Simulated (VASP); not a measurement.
# TiSi2 (Immm) in VASP: notebook

TiSi2 is run at these levels: PBEsol, PBE, PBEsol+U; tasks: relaxation of cell and atoms, single point.

Program: VASP 6.6.1. These are calculated values, not measurements. Logs are shortened: lines on timing, memory, paths and dates and some standing lists are left out, and cuts for length are marked.

### Step 1. The cell of the first run

The structure is orthorhombic, space group Immm (No. 71). The conventional cell has a = 2.946 Å, b = 3.424 Å, c = 8.424 Å, α = 90.00°, β = 90.00°, γ = 90.00°. Ti (site symmetry mmm) has 10 Si at 2.67 to 2.78 Å and 4 Ti at 2.95 to 3.42 Å within 3.5 Å. Si (site symmetry mm2) has 9 Si at 2.63 to 3.42 Å and 5 Ti at 2.67 to 2.78 Å within 3.5 Å.

### Step 2. Relaxation of cell and atoms, PBEsol

File INCAR:

```
SYSTEM = TiSi2
ALGO = Normal ; EDIFF = 1E-6
EDIFFG = -0.01 ; ENCUT = 600
GGA = PS ; IBRION = 2
ISIF = 3 ; ISMEAR = -1
LASPH = .True. ; LCHARG = .False.
LREAL = .False. ; LWAVE = .False.
NELM = 100 ; NSW = 60
PREC = Accurate ; SIGMA = 0.05
```

File KPOINTS:

```
k-points
0
Gamma
  12 12 12
  0 0 0
```

File POSCAR:

```
TiSi2
1.0
   -1.4728720000      1.7121300000      4.2120830000
    1.4728720000     -1.7121300000      4.2120830000
    1.4728720000      1.7121300000     -4.2120830000
Ti Si
1 2
Direct
    0.0000000000      0.0000000000      0.0000000000
    0.6700780000      0.6700780000      0.0000000000
    0.3299220000      0.3299220000      0.0000000000
```

Potentials or basis: VASP PAW PBE potentials, release 64 (Ti_sv, Si).

Started as:

```sh
$ cat potpaw_PBE.64/Ti_sv/POTCAR potpaw_PBE.64/Si/POTCAR > POTCAR
$ mpirun -np 1 vasp_std > vasp.out
```

OUTCAR:

```text
SYSTEM = TiSi2
   EDIFF = 1E-6
   EDIFFG = -0.01
   ENCUT = 600
   GGA = PS
   IBRION = 2
   ISIF = 3
   ISMEAR = -1
   LASPH = .True.
   LREAL = .False.
   NELM = 100
   NSW = 60
   PREC = Accurate

 ion  position               nearest neighbor table
   1  0.000  0.000  0.000-   2 2.67   2 2.67   2 2.67   3 2.67   2 2.67   3 2.67   3 2.67   3 2.67
                             2 2.78   3 2.78
   2  0.670  0.670  0.000-   3 2.63   3 2.63   3 2.63   3 2.63   1 2.67   1 2.67   1 2.67   1 2.67
                             1 2.78   3 2.87
   3  0.330  0.330  0.000-   2 2.63   2 2.63   2 2.63   2 2.63   1 2.67   1 2.67   1 2.67   1 2.67
                             1 2.78   2 2.87

  LATTYP: Found a body centered orthorhombic cell.
 ALAT       =     2.9457440000
 B/A-ratio  =     1.1624431723
 C/A-ratio  =     2.8597753233

  Lattice vectors:

 A1 = (  -1.4728720000,   1.7121300000,   4.2120830000)
 A2 = (   1.4728720000,  -1.7121300000,   4.2120830000)
 A3 = (   1.4728720000,   1.7121300000,  -4.2120830000)

Analysis of symmetry for initial positions (statically):
=====================================================================
 Subroutine PRICEL returns:
 Original cell was already a primitive cell.

 Routine SETGRP: Setting up the symmetry group for a
 body centered orthorhombic supercell.

 Subroutine GETGRP returns: Found  8 space group operations
 (whereof  8 operations were pure point group operations)
 out of a pool of  8 trial point group operations.

The static configuration has the point symmetry D_2h.

Analysis of symmetry for dynamics (positions and initial velocities):
=====================================================================
 Subroutine PRICEL returns:
 Original cell was already a primitive cell.

 Routine SETGRP: Setting up the symmetry group for a
 body centered orthorhombic supercell.

 Subroutine GETGRP returns: Found  8 space group operations
 (whereof  8 operations were pure point group operations)
 out of a pool of  8 trial point group operations.

The dynamic configuration has the point symmetry D_2h.

 Subroutine INISYM returns: Found  8 space group operations
 (whereof  8 operations are pure point group operations),
 and found     1 'primitive' translations

----------------------------------------------------------------------------------------

                                     Primitive cell

  volume of cell :      42.4873

  direct lattice vectors                    reciprocal lattice vectors
    -1.472872000  1.712130000  4.212083000     0.000000000  0.292033899  0.118706113
     1.472872000 -1.712130000  4.212083000     0.339472812  0.000000000  0.118706113
     1.472872000  1.712130000 -4.212083000     0.339472812  0.292033899  0.000000000

  length of vectors
     4.779370698  4.779370698  4.779370698     0.315237909  0.359628880  0.447800836

  position of ions in fractional coordinates (direct lattice)
     0.000000000  0.000000000  0.000000000
     0.670078000  0.670078000  0.000000000
     0.329922000  0.329922000  0.000000000

  ion indices of the primitive-cell ions
   primitive index   ion index
                 1           1
                 2           2
                 3           3

----------------------------------------------------------------------------------------

 KPOINTS: k-points

Automatic generation of k-mesh.
 Grid dimensions read from file:
 generate k-points for:   12   12   12

 Generating k-lattice:

  Cartesian coordinates                     Fractional coordinates (reciprocal lattice)
     0.000000000  0.024336158  0.009892176     0.083333333  0.000000000 -0.000000000
     0.028289401  0.000000000  0.009892176     0.000000000  0.083333333  0.000000000
     0.028289401  0.024336158  0.000000000    -0.000000000  0.000000000  0.083333333

  Length of vectors
     0.026269826  0.029969073  0.037316736

  Shift w.r.t. Gamma in fractional coordinates (k-lattice)
     0.000000000  0.000000000  0.000000000

 Subroutine IBZKPT returns following result:
 ===========================================

 Found    280 irreducible k-points:

 Following reciprocal coordinates:
            Coordinates               Weight
  0.000000  0.000000  0.000000      1.000000
  0.083333  0.000000 -0.000000      4.000000
  0.166667 -0.000000  0.000000      4.000000
  0.250000  0.000000 -0.000000      4.000000
  0.333333  0.000000  0.000000      4.000000
  0.416667 -0.000000  0.000000      4.000000
[... 16 lines left out ...]
  0.250000  0.166667 -0.000000      8.000000
  0.333333  0.166667  0.000000      8.000000
 [... further k-points ...]
   k-points           NKPTS =    280   k-points in BZ     NKDIM =    280   number of bands    NBANDS=     14
   number of dos      NEDOS =    301   number of ions     NIONS =      3
   total plane-waves  NPLWV =  64000
   dimension x,y,z NGX =    40 NGY =   40 NGZ =   40
   dimension x,y,z NGXF=    80 NGYF=   80 NGZF=   80
   ions per type =               1   2
   NGX,Y,Z   is equivalent  to a cutoff of  13.91, 13.91, 13.91 a.u.
   NGXF,Y,Z  is equivalent  to a cutoff of  27.83, 27.83, 27.83 a.u.
 SYSTEM =  TiSi2
   PREC   = accura    normal or accurate (medium, high low for compatibility)
   ISTART =      0    job   : 0-new  1-cont  2-samecut
   ICHARG =      2    charge: 1-file 2-atom 10-const
   ISPIN  =      1    spin polarized calculation?
   LNONCOLLINEAR =      F non collinear calculations
   LSORBIT =      F    spin-orbit coupling
   LASPH  =      T    aspherical Exc in radial PAW
   ENCUT  =  600.0 eV  44.10 Ry    6.64 a.u.   9.55  9.55  9.55*2*pi/ulx,y,z
   NELM   =    100;   NELMIN=  2; NELMDL= -5     # of ELM steps
   EDIFF  = 0.1E-05   stopping-criterion for ELM
   LREAL  =      F    real-space projection
   EDIFFG = -.1E-01   stopping-criterion for IOM
   NSW    =     60    number of steps for IOM
   IBRION =      2    ionic relax: 0-MD 1-quasi-New 2-CG
   NFREE  =      1    steps in history (QN), initial steepest desc. (CG)
   ISIF   =      3    stress and relaxation
   ISYM   =      2    0-nonsym 1-usesym 2-fastsym
   POTIM  = 0.5000    time-step for ionic-motion
   TEBEG  =    0.0;   TEEND  =   0.0 temperature during run
   PSTRESS=    0.0 pullay stress
   NELECT =      20.0000    total number of electrons
   NUPDOWN=      -1.0000    fix difference up-down
   EMIN   =  10.00;   EMAX   =-10.00  energy-range for DOS
   EFERMI =   0.00;   METHOD = LEGACY
   ISMEAR =    -1;   SIGMA  =   0.05  broadening in eV -4-tet -1-fermi 0-gaus
   EFERMI_NEDOS =   21; number of points for ismear=-14 and -15
   IALGO  =     38    algorithm
   IMIX   =      4    mixing-type and parameters
     AMIX     =   0.40;   BMIX     =  1.00
     AMIX_MAG =   1.60;   BMIX_MAG =  1.00
  volume/ion in A,a.u.               =      14.16        95.57
  Fermi-wavevector in a.u.,A,eV,Ry     =   1.273499  2.406564 22.065925  1.621800
  Thomas-Fermi vector in A             =   2.406319
   LORBIT       =      0    0 simple, 1 ext, 2 COOP (PROOUT), +10 PAW based schemes
   GGA     = PS    functional components
   LHFCALC =     F    Hartree Fock is set to
   AEXX    =    0.0000 exact exchange contribution
   IVDW    =     0    specifies the selected vdW correction
   LEPSILON=     F    determine dielectric tensor
   LRPA    =     F    only Hartree local field effects (RPA)
 conjugate gradient relaxation of ions
 non-spin polarized calculation
  energy-cutoff  :      600.00
  volume of cell :       42.49
 maximum number of plane-waves:      1438
 NGX is ok and might be reduce to    40
   NGX = 19   NGY = 19   NGZ = 19

--------------------------------------- Ionic step        1  -------------------------------------------

 number of electron      20.0000000 magnetization

 Free energy of the ion-electron system (eV)
  ---------------------------------------------------
  ext. energy  EPLUGINS =         0.00000000
  ---------------------------------------------------
  free energy    TOTEN  =       -21.33391953 eV

  energy without entropy =      -21.32273404  energy(sigma->0) =      -21.32832679

 E-fermi :   9.9134     XC(G=0): -11.7786

 val. band max:        9.9112933018   @ k =   0.5000   0.5000   0.3333
 cond. band min:       9.9171907228   @ k =   0.5000   0.1667  -0.0000
 fundamental gap:      0.0058974210
 Fermi energy:         9.9134214410

 k-point     1 :       0.0000    0.0000    0.0000
  band No.  band energies     occupation
      1     -46.1094      2.00000
      2     -22.5440      2.00000
      3     -22.5212      2.00000
      4     -22.2678      2.00000
      5      -2.6331      2.00000
      6       5.1736      2.00000
      7       5.7899      2.00000
      8       7.7720      2.00000
      9       9.2879      1.99999
     10      10.6734      0.00000
     11      11.9546      0.00000
     12      12.3179      0.00000
     13      13.0594      0.00000
     14      13.6871      0.00000
[... 375 lines left out ...]
 k-point    24 :       0.3333    0.1667    0.0000
  band No.  band energies     occupation
      1     -46.0953      2.00000
      2     -22.5819      2.00000
      3     -22.5289      2.00000
      4     -22.3486      2.00000
      5      -0.4376      2.00000
      6       2.7945      2.00000
      7       5.2676      2.00000
      8       7.5613      2.00000
      9       9.1424      2.00000
     10       9.8776      1.34329
     11      10.5383      0.00001
     12      12.2812      0.00000
     13      12.9445      0.00000
     14      13.9251      0.00000

 [... further k-points ...]
[... 5 lines left out ...]
  --------------------------------------------------------------------------------------
  -------------------------------------------------------------------------------------
  Total       -0.7539072     -0.9487267     -1.0886207      0.0000000      0.0000000      0.0000000
  in kB      -28.4295379    -35.7761052    -41.0514526      0.0000000      0.0000000      0.0000000
  external PRESSURE =     -35.0856986 kB  Pullay stress =       0.0000000 kB
[... 207 lines left out ...]
  energy  without entropy=      -21.3355965816  energy(sigma->0) =      -21.34097130

--------------------------------------- Ionic step        7  -------------------------------------------

 number of electron      20.0000000 magnetization

 Free energy of the ion-electron system (eV)
  ---------------------------------------------------
  ext. energy  EPLUGINS =         0.00000000
  ---------------------------------------------------
  free energy    TOTEN  =       -21.34635908 eV

  energy without entropy =      -21.33562665  energy(sigma->0) =      -21.34099287

 E-fermi :  10.2000     XC(G=0): -11.8890

 val. band max:       10.1933737453   @ k =  -0.4167   0.4167   0.3333
 cond. band min:      10.2014799729   @ k =   0.4167   0.1667   0.0000
 fundamental gap:      0.0081062277
 Fermi energy:        10.2000142531

 k-point     1 :       0.0000    0.0000    0.0000
  band No.  band energies     occupation
      1     -45.7280      2.00000
      2     -22.1698      2.00000
      3     -22.1470      2.00000
      4     -21.8878      2.00000
      5      -2.4788      2.00000
      6       5.3607      2.00000
      7       6.1731      2.00000
      8       8.0487      2.00000
      9       9.5473      2.00000
     10      10.9637      0.00000
     11      12.3402      0.00000
     12      12.6645      0.00000
     13      13.4109      0.00000
     14      14.1491      0.00000
[... 375 lines left out ...]
 k-point    24 :       0.3333    0.1667    0.0000
  band No.  band energies     occupation
      1     -45.7125      2.00000
      2     -22.2147      2.00000
      3     -22.1537      2.00000
      4     -21.9738      2.00000
      5      -0.2372      2.00000
      6       3.0330      2.00000
      7       5.5118      2.00000
      8       7.8393      2.00000
      9       9.4151      2.00000
     10      10.1647      1.33944
     11      10.8323      0.00001
     12      12.6637      0.00000
     13      13.3690      0.00000
     14      14.3419      0.00000

 [... further k-points ...]
[... 5 lines left out ...]
  --------------------------------------------------------------------------------------
  -------------------------------------------------------------------------------------
  Total       -0.0030332      0.0080455      0.0158252     -0.0000000      0.0000000      0.0000000
  in kB       -0.1172502      0.3110008      0.6117297     -0.0000000      0.0000000      0.0000000
  external PRESSURE =       0.2684934 kB  Pullay stress =       0.0000000 kB
[... 18 lines left out ...]
  FREE ENERGIE OF THE ION-ELECTRON SYSTEM (eV)
  ---------------------------------------------------
  free  energy   TOTEN  =       -21.3463590813 eV

  energy  without entropy=      -21.3356266526  energy(sigma->0) =      -21.34099287

 reached required accuracy - stopping structural energy minimisation
```

Run time: 9.7 min. Hardware: 1 thread of Intel Xeon 6975P-C (Granite Rapids), shared host; peak memory 0.41 GiB.

Results:

| Property | Result |
| --- | --- |
| Free energy | -21.3464 eV |
| Relaxed volume | 13.82 Å³/atom |
| Relaxed cell | a = 4.730 Å, b = 4.730 Å, c = 4.730 Å, α = 143.92°, β = 137.90°, γ = 56.62° |
| Space group after relaxing (to 0.1 Å) | Immm (No. 71) |
| Energy gained by relaxing | 4.1 meV/atom |
| Ionic steps | 7 |
| Pressure after relaxing | 0.0 GPa |
| Band gap on the k mesh | zero (bands 10 and 11 overlap by 2.39 eV) |

The path:
```csv
step,energy change (eV),largest force (eV/Å),pressure (GPa),volume (Å³)
1,0.0000,0.0665,-3.51,42.49
2,-0.0040,0.0094,3.21,40.61
3,-0.0122,0.0359,0.05,41.44
4,-0.0122,0.0367,0.01,41.46
5,-0.0124,0.0233,-0.04,41.47
6,-0.0124,0.0077,-0.06,41.48
7,-0.0124,0.0002,0.03,41.45
```

Final structure:
```
CELL_PARAMETERS angstrom
-1.46466 1.69889 4.16427
1.46466 -1.69889 4.16427
1.46466 1.69889 -4.16427
ATOMIC_POSITIONS crystal
Ti 0.00000 0.00000 0.00000
Si 0.66938 0.66938 0.00000
Si 0.33062 0.33062 0.00000
```

Caveat: the PAW data sets were made with another functional, which shifts forces and pressure a little.

### Step 3. Single point, PBE

File INCAR:

```
SYSTEM = TiSi2
PREC = Accurate ; ENCUT = 520
EDIFF = 1E-7 ; ISMEAR = -1
SIGMA = 0.05 ; LREAL = .FALSE.
LASPH = .TRUE. ; NELM = 100
ALGO = Normal ; ISIF = 2
LWAVE = .FALSE. ; LCHARG = .FALSE.
GGA = PE ; NBANDS = 17
```

File KPOINTS:

```
Automatic mesh
0
G
  12 12 12
  0 0 0
```

POSCAR is that of step 2.

Potentials or basis: VASP PAW PBE potentials, release 64 (Ti_sv, Si).

Started as:

```sh
$ cat potpaw_PBE.64/Ti_sv/POTCAR potpaw_PBE.64/Si/POTCAR > POTCAR
$ mpirun -np 1 vasp_std > vasp.out
```

Run time: 6.6 min. Hardware: 1 thread of AMD EPYC 7R13 (Zen 3), shared host; peak memory 0.3 GiB.

Results (log left out):

- Free energy: -19.8582 eV
- Pressure: 0.2 GPa
- Largest force: 0.013 eV/Å
- Band gap on the k mesh: zero (bands 10 and 11 overlap by 2.33 eV)

Forces on the atoms (eV/Å):
```
Ti   0.000  0.000  0.000
Si   0.000  0.000 -0.013
Si   0.000  0.000  0.013
```

Stress tensor (GPa, compression positive):
```
 0.82  0.00  0.00
 0.00  0.13  0.00
 0.00  0.00 -0.29
```

Levels at points of the mesh, in eV from the Fermi level:
```csv
k point,band 7,band 8,band 9,band 10,band 11,band 12,band 13,band 14
"(0.00, 0.00, 0.00)",-4.15,-2.15,-0.62,0.76,2.04,2.40,3.13,3.76
"(0.50, 0.00, 0.00)",-4.34,-3.75,-0.69,0.96,2.05,2.57,3.51,4.02
"(0.00, 0.50, 0.00)",-3.61,-3.38,-0.93,-0.43,0.97,2.77,3.36,3.99
"(0.50, 0.50, 0.00)",-5.06,-4.68,-2.89,-1.30,-0.65,2.72,2.90,3.12
"(0.50, 0.50, 0.50)",-1.31,-1.25,-0.35,0.45,1.98,2.46,2.46,3.67
```

### Step 4. Relaxation of cell and atoms, PBEsol+U

File INCAR:

```
SYSTEM = TiSi2
PREC = Accurate ; ENCUT = 600
EDIFF = 1E-7 ; ISMEAR = -1
SIGMA = 0.05 ; LREAL = .FALSE.
LASPH = .TRUE. ; NELM = 150
ALGO = Normal ; ISIF = 3
LWAVE = .FALSE. ; LCHARG = .FALSE.
LMAXMIX = 4 ; LDAU = .TRUE.
LDAUTYPE = 2 ; LDAUL = 2 -1
LDAUU = 4 0 ; LDAUJ = 0 0
LDAUPRINT = 1 ; GGA = PS
IBRION = 2 ; NSW = 60
EDIFFG = -0.01
```

File KPOINTS:

```
regular mesh
0
G
  12 12 12
  0 0 0
```

POSCAR is that of step 3.

Started as:

```sh
$ cat potpaw_PBE.64/Ti_sv/POTCAR potpaw_PBE.64/Si/POTCAR > POTCAR
$ mpirun -np 1 vasp_std > vasp.out
```

It took 38 min on 1 thread of Oxide Virtual Turin-like, shared host; peak memory 0.37 GiB.

The run converged. Its results:

```
Free energy                           : -18.1868 eV
Relaxed volume                        : 14.28 Å³/atom
Relaxed cell                          : a = 4.783 Å, b = 4.783 Å, c = 4.783 Å, α = 143.81°, β = 138.05°, γ = 56.57°
Space group after relaxing (to 0.1 Å) : Immm (No. 71)
Energy gained by relaxing             : 1.1 meV/atom
Ionic steps                           : 7
Pressure after relaxing               : 0.0 GPa
Band gap on the k mesh                : zero (bands 10 and 11 overlap by 2.47 eV)
```

Forces on the atoms (eV/Å):
```
Ti   0.000  0.000  0.000
Si   0.000  0.000  0.002
Si   0.000  0.000 -0.002
```

Step by step:
```
step  energy change (eV)  largest force (eV/Å)  pressure (GPa)  volume (Å³)
   1              0.0000                0.1112            1.19        42.49
   2             -0.0020                0.0399           -0.98        43.14
   3             -0.0025                0.0613           -0.32        42.93
   4             -0.0031                0.0294           -0.06        42.86
   5             -0.0032                0.0176            0.04        42.83
   6             -0.0033                0.0099            0.00        42.84
   7             -0.0033                0.0025           -0.05        42.85
```

Final structure:
```yaml
crystal:
  lattice:
    - [-1.48551, 1.71217, 4.21222]
    - [1.48551, -1.71217, 4.21222]
    - [1.48551, 1.71217, -4.21222]
  atoms:
    - { symbol: Ti, position: [0.00000, 0.00000, 0.00000] }
    - { symbol: Si, position: [0.67142, 0.67142, 0.00000] }
    - { symbol: Si, position: [0.32858, 0.32858, 0.00000] }
```

Levels at points of the mesh, in eV from the Fermi level:
```
           k point  band 7  band 8  band 9  band 10  band 11  band 12  band 13  band 14
(0.00, 0.00, 0.00)   -4.30   -2.16   -0.63     0.70     1.85     2.59     2.93     3.77
(0.50, 0.00, 0.00)   -4.51   -3.92   -0.74     1.01     2.19     2.71     3.52     3.87
(0.00, 0.50, 0.00)   -3.81   -3.49   -0.82    -0.38     1.07     2.59     3.39     3.89
(0.50, 0.50, 0.00)   -5.25   -4.88   -3.02    -1.22    -0.94     2.45     3.04     3.22
(0.50, 0.50, 0.50)   -1.45   -1.28   -0.43     0.57     2.08     2.12     2.65     3.54
```

Eigenvalues of the final occupation matrices:
| site | spin | trace | eigenvalues |
| --- | --- | --- | --- |
| site 1 d | 1 | 0.94 | 0.16 0.17 0.18 0.19 0.24 |
| site 1 d | 2 | 0.94 | 0.16 0.17 0.18 0.19 0.24 |

Caveat: the PAW data sets were made with another functional, which shifts forces and pressure a little; U without spin polarisation on a metal has little footing; the U is typed as a test and isn't derived for this compound.

### Step 5. Summary

```tsv
task	level	U	cell	cutoff (eV)	gap on the mesh (eV)	pressure (GPa)	relaxed volume (Å³/atom)
relaxation of cell and atoms	PBEsol	-	relaxed	600	none	0.0	13.82
single point	PBE	-	as given	520	none	0.2	-
relaxation of cell and atoms	PBEsol+U	Ti d U = 4.0 eV	relaxed	600	none	0.0	14.28
```

Alike in all rows: potentials or basis VASP PAW PBE potentials, release 64 (Ti_sv, Si); no spin polarisation; k mesh 12 × 12 × 12; smearing fermi-dirac 0.05 eV.

Caveats: the PAW data sets were made with another functional, which shifts forces and pressure a little (at least some runs); U without spin polarisation on a metal has little footing (at least some runs); the U is typed as a test and isn't derived for this compound (at least some runs).

Total energies depend on the potentials used, so only differences within one code and one set of settings carry meaning.
